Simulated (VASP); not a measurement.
A run of VASP 6.6.1 is set up as follows.

Contents of INCAR:

```
SYSTEM = SnTe
  ALGO = Normal
  EDIFF = 1E-7
  EDIFFG = -0.005
  ENCUT = 600
  IBRION = 2
  ISIF = 3
  ISMEAR = -1
  LASPH = .True.
  LCHARG = .False.
  LREAL = .False.
  LWAVE = .False.
  NELM = 80
  NSW = 80
  PREC = Accurate
  SIGMA = 0.02
```

The input KPOINTS:

```
k-points
0
Gamma
  6 6 6
  0 0 0
```

POSCAR

```
SnTe
1.0
    0.0000000000      3.2071857558      3.2071857558
    3.2071857558      0.0000000000      3.2071857558
    3.2071857558      3.2071857558      0.0000000000
Sn Te
1 1
Direct
    0.0000000000      0.0000000000      0.0000000000
    0.5000000000      0.5000000000      0.5000000000
```

Potentials or basis: VASP PAW LDA potentials, release 64 (Sn_d, Te).

Launch:

```console
$ cat potpaw_LDA.64/Sn_d/POTCAR potpaw_LDA.64/Te/POTCAR > POTCAR
$ mpirun -np 1 vasp_std > vasp.out
```

(1) Estimate the relaxed cell.

(2) Estimate the relaxed volume.

Results:

(1) a = 4.411 Å, b = 4.411 Å, c = 4.411 Å, α = 60.00°, β = 60.00°, γ = 60.00°.

(2) 30.34 Å³/atom.
